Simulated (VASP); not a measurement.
# ZnO (P6_3mc) in VASP: further runs, part 2 of 2

VASP 6.6.1. Earlier steps stand in the parts before.

## Step 6: Single point, PBE (12.70 Å³/atom)

This run uses another cell than the first one, of 12.70 Å³/atom.

File INCAR:

```
SYSTEM = ZnO
ALGO = Normal
EDIFF = 1E-6
ENCUT = 520
GGA = PE
ISIF = 2
ISMEAR = 0
LASPH = .True.
LCHARG = .False.
LREAL = .False.
LWAVE = .False.
NBANDS = 26
NELM = 100
PREC = Accurate
SIGMA = 0.02
```

File KPOINTS:

```
k-points
0
Gamma
  9 9 6
  0 0 0
```

File POSCAR:

```
ZnO
1.0
    3.3121191682      0.0000000000      0.0000000000
   -1.6560595841      2.8683793400      0.0000000000
    0.0000000000      0.0000000000      5.3455644027
Zn O
2 2
Direct
    0.3333333333      0.6666666667      0.8104565264
    0.6666666667      0.3333333333      0.3104565264
    0.6666666667      0.3333333333      0.6895524379
    0.3333333333      0.6666666667      0.1895524379
```

Potentials or basis: VASP PAW PBE potentials, release 64 (Zn, O).

The run is started by

```console
$ cat potpaw_PBE.64/Zn/POTCAR potpaw_PBE.64/O/POTCAR > POTCAR
$ mpirun -np 1 vasp_std > vasp.out
```

OUTCAR:

```text
SYSTEM = ZnO
   EDIFF = 1E-6
   ENCUT = 520
   GGA = PE
   ISIF = 2
   ISMEAR = 0
   LASPH = .True.
   LREAL = .False.
   NELM = 100
   PREC = Accurate

 ion  position               nearest neighbor table
   1  0.333  0.667  0.810-   3 2.02   3 2.02   3 2.02   4 2.03
   2  0.667  0.333  0.310-   4 2.02   4 2.02   4 2.02   3 2.03
   3  0.667  0.333  0.690-   1 2.02   1 2.02   1 2.02   2 2.03
   4  0.333  0.667  0.190-   2 2.02   2 2.02   2 2.02   1 2.03

  LATTYP: Found a hexagonal cell.
 ALAT       =     3.3121191682
 C/A-ratio  =     1.6139408431

  Lattice vectors:

 A1 = (   3.3121191682,   0.0000000000,   0.0000000000)
 A2 = (  -1.6560595841,   2.8683793400,   0.0000000000)
 A3 = (   0.0000000000,   0.0000000000,   5.3455644027)

Analysis of symmetry for initial positions (statically):
=====================================================================
 Subroutine PRICEL returns:
 Original cell was already a primitive cell.

 Routine SETGRP: Setting up the symmetry group for a
 hexagonal supercell.
[... 170 lines left out ...]
  free energy    TOTEN  =       -17.85295299 eV

  energy without entropy =      -17.85295299  energy(sigma->0) =      -17.85295299

 E-fermi :   0.7687     XC(G=0): -10.5705

 val. band max:        0.6428894873   @ k =   0.0000   0.0000   0.0000
 cond. band min:       1.3263532797   @ k =   0.0000   0.0000   0.0000
 fundamental gap:      0.6834637924
 Fermi energy:         0.7686755511

 k-point     1 :       0.0000    0.0000    0.0000
  band No.  band energies     occupation
      1     -16.9532      2.00000
      2     -16.3277      2.00000
      3      -4.7697      2.00000
      4      -4.7697      2.00000
      5      -4.7337      2.00000
      6      -4.5970      2.00000
[... 685 lines left out ...]
     25      13.8092      0.00000
     26      14.4213      0.00000

 [... further k-points ...]

------------------------ aborting loop because EDIFF is reached ----------------------------------------

  FORCE on cell =-STRESS in cart. coord.  units (eV):
  Direction    XX          YY          ZZ          XY          YZ          ZX
  --------------------------------------------------------------------------------------
  -------------------------------------------------------------------------------------
  Total       -0.8832019     -0.8832019     -0.8719130      0.0000000      0.0000000      0.0000000
  in kB      -27.8634225    -27.8634225    -27.5072791      0.0000000      0.0000000      0.0000000
  external PRESSURE =     -27.7447080 kB  Pullay stress =       0.0000000 kB

 VOLUME and BASIS-vectors are now :
 -----------------------------------------------------------------------------
  energy-cutoff  :      520.00
  volume of cell :       50.79
      direct lattice vectors                 reciprocal lattice vectors
     3.312119168  0.000000000  0.000000000     0.301921504  0.174314461  0.000000000
    -1.656059584  2.868379340  0.000000000     0.000000000  0.348628923  0.000000000
     0.000000000  0.000000000  5.345564403     0.000000000  0.000000000  0.187070985

 POSITION                                       TOTAL-FORCE (eV/Angst)
 -----------------------------------------------------------------------------------
     -0.00000      1.91225      4.33235        -0.000000     -0.000000      0.000101
      1.65606      0.95613      1.65957         0.000000      0.000000      0.000101
      1.65606      0.95613      3.68605         0.000000      0.000000     -0.000101
     -0.00000      1.91225      1.01326        -0.000000     -0.000000     -0.000101
 -----------------------------------------------------------------------------------
    total drift:                                0.000000      0.000001      0.002740

  FREE ENERGIE OF THE ION-ELECTRON SYSTEM (eV)
  ---------------------------------------------------
  free  energy   TOTEN  =       -17.8529529945 eV

  energy  without entropy=      -17.8529529945  energy(sigma->0) =      -17.85295299
```

OSZICAR:

```text
N       E                     dE             d eps       ncg     rms          rms(c)
DAV:   1     0.298587912836E+03    0.29859E+03   -0.18235E+04  2512   0.197E+03
DAV:   2     0.120718562982E+02   -0.28652E+03   -0.26854E+03  2636   0.410E+02
DAV:   3    -0.204375480513E+02   -0.32509E+02   -0.32060E+02  2714   0.140E+02
DAV:   4    -0.211024632543E+02   -0.66492E+00   -0.66332E+00  2786   0.206E+01
DAV:   5    -0.211058200687E+02   -0.33568E-02   -0.33566E-02  2708   0.151E+00    0.136E+01
DAV:   6    -0.176984766805E+02    0.34073E+01   -0.68908E+00  3984   0.636E+01    0.809E+00
DAV:   7    -0.178928742240E+02   -0.19440E+00   -0.29416E+00  2600   0.173E+01    0.489E+00
DAV:   8    -0.179000465497E+02   -0.71723E-02   -0.53102E-01  3314   0.719E+00    0.162E+00
DAV:   9    -0.178506411884E+02    0.49405E-01   -0.10447E-01  3598   0.637E+00    0.301E-01
DAV:  10    -0.178527978059E+02   -0.21566E-02   -0.32365E-02  2512   0.141E+00    0.116E-01
DAV:  11    -0.178529666924E+02   -0.16889E-03   -0.10483E-03  2776   0.749E-01    0.675E-02
DAV:  12    -0.178529393875E+02    0.27305E-04   -0.27334E-04  3384   0.484E-01    0.165E-02
DAV:  13    -0.178529579598E+02   -0.18572E-04   -0.58088E-05  2580   0.697E-02    0.187E-02
DAV:  14    -0.178529533205E+02    0.46394E-05   -0.13712E-05  2862   0.324E-02    0.286E-03
DAV:  15    -0.178529529945E+02    0.32599E-06   -0.87938E-07  1742   0.143E-02
   1 F= -.17852953E+02 E0= -.17852953E+02  d E =-.307643E-21
```

stdout:

```text
POSCAR found type information on POSCAR ZnO
 POSCAR found :  2 types and       4 ions
 scaLAPACK will be used
 LDA part: xc-table for (Slater+PW92), standard interpolation
 POSCAR, INCAR and KPOINTS ok, starting setup
 FFT: planning ... GRIDC
 FFT: planning ... GRID_SOFT
 FFT: planning ... GRID
 WAVECAR not read
 entering main loop
```

Wall time 65 s (1 thread of Intel Xeon 6975P-C (Granite Rapids), shared host); peak memory 0.19 GiB.

Results:

- Free energy: -17.8530 eV
- Pressure: -2.8 GPa
- Band gap on the k mesh: 0.68 eV

## Step 7: Overview

```csv
cell,smearing,gap on the mesh (eV),pressure (GPa)
"a = 3.213, b = 3.213, c = 5.185 Å, angles 90.0, 90.0, 120.0°, 4 atoms",gaussian 0.02 eV,0.82,10.4
"a = 3.247, b = 3.247, c = 5.240 Å, angles 90.0, 90.0, 120.0°, 4 atoms",gaussian 0.02 eV,0.77,5.2
"a = 3.280, b = 3.280, c = 5.293 Å, angles 90.0, 90.0, 120.0°, 4 atoms",gaussian 0.01 eV,0.73,0.9
"a = 3.280, b = 3.280, c = 5.293 Å, angles 90.0, 90.0, 120.0°, 4 atoms",gaussian 0.02 eV,0.73,0.9
"a = 3.312, b = 3.312, c = 5.346 Å, angles 90.0, 90.0, 120.0°, 4 atoms",gaussian 0.02 eV,0.68,-2.8
```

Alike in all rows: task single point; level PBE; potentials or basis VASP PAW PBE potentials, release 64 (Zn, O); no spin polarisation; k mesh 9 × 9 × 6; cutoff (eV) 520.

Caveats: the cell stands under pressure (at least some runs).

Absolute energies hang on the potentials; compare differences alone.
